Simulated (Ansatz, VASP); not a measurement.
Ba2CaAgC6N6: VASP beside Ansatz

The input INCAR:

```
  PREC = Accurate
  ENCUT = 520
  EDIFF = 1E-6
  ISMEAR = 0
  SIGMA = 0.1
  LREAL = Auto
  LASPH = True
  NELM = 60
  ALGO = Normal
  ISIF = 2
  LWAVE = False
  LCHARG = False
  GGA = PE
  NBANDS = 62
```

KPOINTS

```
regular mesh
0
Gamma
  4 4 4
```

File POSCAR:

```
Ba2CaAgC6N6
1.0
    0.0000000000      5.3960000000      5.3960000000
    5.3960000000      0.0000000000      5.3960000000
    5.3960000000      5.3960000000      0.0000000000
Ba Ca Ag C N
2 1 1 6 6
Direct
    0.2500000000      0.2500000000      0.2500000000
    0.7500000000      0.7500000000      0.7500000000
    0.0000000000      0.0000000000      0.0000000000
    0.5000000000      0.5000000000      0.5000000000
    0.8048554500      0.1951445500      0.1951445500
    0.1951445500      0.8048554500      0.1951445500
    0.1951445500      0.1951445500      0.8048554500
    0.1951445500      0.8048554500      0.8048554500
    0.8048554500      0.1951445500      0.8048554500
    0.8048554500      0.8048554500      0.1951445500
    0.6964418100      0.3035581900      0.3035581900
    0.3035581900      0.6964418100      0.3035581900
    0.3035581900      0.3035581900      0.6964418100
    0.3035581900      0.6964418100      0.6964418100
    0.6964418100      0.3035581900      0.6964418100
    0.6964418100      0.6964418100      0.3035581900
```

Input for Ansatz:

```yaml
crystal:
  lattice:
    - [0.0, 5.396, 5.396]
    - [5.396, 0.0, 5.396]
    - [5.396, 5.396, 0.0]
  atoms:
    - { symbol: Ba, position: [0.25, 0.25, 0.25] }
    - { symbol: Ba, position: [0.75, 0.75, 0.75] }
    - { symbol: Ca, position: [0.0, 0.0, 0.0] }
    - { symbol: Ag, position: [0.5, 0.5, 0.5] }
    - { symbol: C, position: [0.80485545, 0.19514455, 0.19514455] }
    - { symbol: C, position: [0.19514455, 0.80485545, 0.19514455] }
    - { symbol: C, position: [0.19514455, 0.19514455, 0.80485545] }
    - { symbol: C, position: [0.19514455, 0.80485545, 0.80485545] }
    - { symbol: C, position: [0.80485545, 0.19514455, 0.80485545] }
    - { symbol: C, position: [0.80485545, 0.80485545, 0.19514455] }
    - { symbol: "N", position: [0.69644181, 0.30355819, 0.30355819] }
    - { symbol: "N", position: [0.30355819, 0.69644181, 0.30355819] }
    - { symbol: "N", position: [0.30355819, 0.30355819, 0.69644181] }
    - { symbol: "N", position: [0.30355819, 0.69644181, 0.69644181] }
    - { symbol: "N", position: [0.69644181, 0.30355819, 0.69644181] }
    - { symbol: "N", position: [0.69644181, 0.69644181, 0.30355819] }
basis:
  ecutwfc: 420
kpoints:
  mp_grid: { grid: [4, 4, 4] }
hamiltonian:
  xc: pbe
scf:
  occupations: { method: gaussian, width: 0.1 }
  lower_state_search: "off"
output:
  forces: true
  stress: true
  eigenvalues: true
```

Alike in both runs: task single point; functional PBE; k mesh 4 × 4 × 4; occupations gaussian, width 0.1 eV; no spin polarisation.

```csv
,VASP,Ansatz
version,VASP 6.6.1,Ansatz 0.2.0
potentials or method,"VASP PAW PBE potentials, release 64 (Ba_sv, Ca_sv, Ag, C, N), cutoff 520 eV","scalar-relativistic, plane waves, PAW"
valence electrons in the cell,95,103
```

Ansatz gave:

* gap on the k mesh at the Fermi level (eV): none
* pressure (GPa): 15.0
* rms of the force components (eV/Å): 0.949

Task: Which values does VASP return?

Result: gap on the k mesh at the Fermi level (eV): none; pressure (GPa): 15.5; rms of the force components (eV/Å): 0.786.

Atom by atom the forces differ by 0.192 eV/Å (rms over components). A gap of «none» marks a metal or a gap that the smearing closes. VASP's potentials hold 95 valence electrons a cell and Ansatz's 103, so a difference there can come from the potentials and not from the codes.

Spin-orbit coupling is off throughout. Noted on VASP's run: the standard files for N, O and F lose accuracy on very short bonds.
